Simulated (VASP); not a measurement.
Here is a VASP 6.6.1 calculation.

Contents of POSCAR:

```
SiC
1.0
    3.3212106082      0.0000000000      0.0000000000
   -1.6606053041      2.8762527580      0.0000000000
    0.0000000000      0.0000000000      5.4520202008
Si C
2 2
Direct
    0.3333333333      0.6666666667      0.0046028828
    0.6666666667      0.3333333333      0.5046028828
    0.3333333333      0.6666666667      0.3803971172
    0.6666666667      0.3333333333      0.8803971172
```

Contents of INCAR.step1:

```
SYSTEM = SiC
ALGO     = Normal         ! electronic algorithm
EDIFF    = 1E-4           ! SCF threshold, eV
ENCUT    = 520            ! plane-wave cutoff, eV
GGA      = PE             ! functional
ISMEAR   = 0              ! smearing method
LASPH    = .True.         ! aspherical terms in the spheres
LCHARG   = .False.        ! write CHGCAR
LREAL    = .False.        ! projectors in reciprocal space
LWAVE    = .True.         ! write WAVECAR
NBANDS   = 16             ! bands
NELM     = 60             ! most SCF steps
PREC     = Accurate       ! precision mode
SIGMA    = 0.05           ! smearing width, eV
```

The input INCAR.step2:

```
SYSTEM = SiC
ALGO     = Normal         ! electronic algorithm
EDIFF    = 1E-6           ! SCF threshold, eV
ENCUT    = 520            ! plane-wave cutoff, eV
ISIF     = 2              ! what is computed and relaxed
ISMEAR   = 0              ! smearing method
ISTART   = 1            
LASPH    = .True.         ! aspherical terms in the spheres
LCHARG   = .True.         ! write CHGCAR
LELF     = .True.         ! ELF
LMIXTAU  = .True.       
LREAL    = .False.        ! projectors in reciprocal space
LVHAR    = .True.       
LWAVE    = .False.        ! write WAVECAR
METAGGA  = R2SCAN         ! meta-GGA
NBANDS   = 16             ! bands
NELM     = 60             ! most SCF steps
PREC     = Accurate       ! precision mode
SIGMA    = 0.05           ! smearing width, eV
```

The input KPOINTS:

```
k-points
0
Gamma
  12 12 6
  0 0 0
```

Potentials or basis: VASP PAW PBE potentials, release 64 (Si, C).

Command:

```console
$ cat potpaw_PBE.64/Si/POTCAR potpaw_PBE.64/C/POTCAR > POTCAR
$ cp INCAR.step1 INCAR
$ mpirun -np 1 vasp_std > vasp.out
$ cp INCAR.step2 INCAR
$ mpirun -np 1 vasp_std > vasp.out
```

Q: Estimate the band gap on the k mesh.

A: 2.77 eV (least direct gap 3.43 eV).

Q: Estimate the largest force.

A: 0.037 eV/Å.

Q: Predict the pressure.

A: -33.2 GPa.

Forces on the atoms (eV/Å):
```
Si   0.000  0.000 -0.037
Si   0.000  0.000 -0.037
C    0.000  0.000  0.037
C    0.000  0.000  0.037
```

Caveat: the cell differs from its parent crystal (strain +0.080 along x and y, +0.080 along z); the cell stands under tension; the PAW data sets were made with another functional, which shifts forces and pressure a little. A k mesh can miss the band edges.
